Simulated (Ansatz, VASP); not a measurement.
**PdI in VASP and in Ansatz**

File INCAR:

```
ALGO = Normal
EDIFF = 1E-6
EDIFFG = -0.005
ENCUT = 600
GGA = PS
IBRION = 2
ISIF = 3
ISMEAR = -1
LASPH = T
LCHARG = F
LREAL = F
LWAVE = F
NELM = 100
NSW = 60
PREC = Accurate
SIGMA = 0.1
```

KPOINTS

```
k-points
0
Gamma
  12 12 12
```

The input POSCAR:

```
PdI
1.0
    0.0000000000      3.0866686091      3.0866686091
    3.0866686091      0.0000000000      3.0866686091
    3.0866686091      3.0866686091      0.0000000000
Pd I
1 1
Direct
    0.0000000000      0.0000000000      0.0000000000
    0.2500000000      0.2500000000      0.2500000000
```

Input for Ansatz:

```yaml
crystal:
  lattice:
    - [0.0, 3.0866686091, 3.0866686091]
    - [3.0866686091, 0.0, 3.0866686091]
    - [3.0866686091, 3.0866686091, 0.0]
  atoms:
    - { symbol: Pd, position: [0.0, 0.0, 0.0] }
    - { symbol: I, position: [0.25, 0.25, 0.25] }
kpoints:
  mp_grid: { grid: [12, 12, 12] }
scf:
  occupations: { method: fermi_dirac, width: 0.1 }
hamiltonian:
  xc: pbesol
  pseudopotentials: { kind: paw }
output:
  forces: true
  stress: true
  write_density: true
  write_potential: true
  elf: true
  volumetric_format: npy
relax:
  f_tol: 0.005
  max_steps: 40
  cell: {}
```

Alike in both runs: task relaxation of cell and atoms; functional PBEsol; k mesh 12 × 12 × 12; occupations fermi-dirac, width 0.1 eV; no spin polarisation.

|  | VASP | Ansatz |
| --- | --- | --- |
| version | VASP 6.6.1 | Ansatz 0.2.0 |
| potentials or method | VASP PAW PBE potentials, release 64 (Pd, I) | PAW with Ansatz's default frozen-core files, scalar-relativistic |
| plane-wave cutoff (eV) | 600 | 420 |
| valence electrons in the cell | 17 | 35 |

VASP gave:

* relaxed volume (Å³/atom): 28.00
* relaxed cell length with the largest relative difference (Å): 4.295

Task: Estimate Ansatz's values.

Result: Relaxed volume (Å³/atom): 28.03; relaxed cell length with the largest relative difference (Å): 4.296.

VASP's potentials were made for PBE, not for PBEsol. VASP's potentials hold 17 valence electrons a cell and Ansatz's 35, so a difference there can come from the potentials and not from the codes.

Spin-orbit coupling is off throughout.
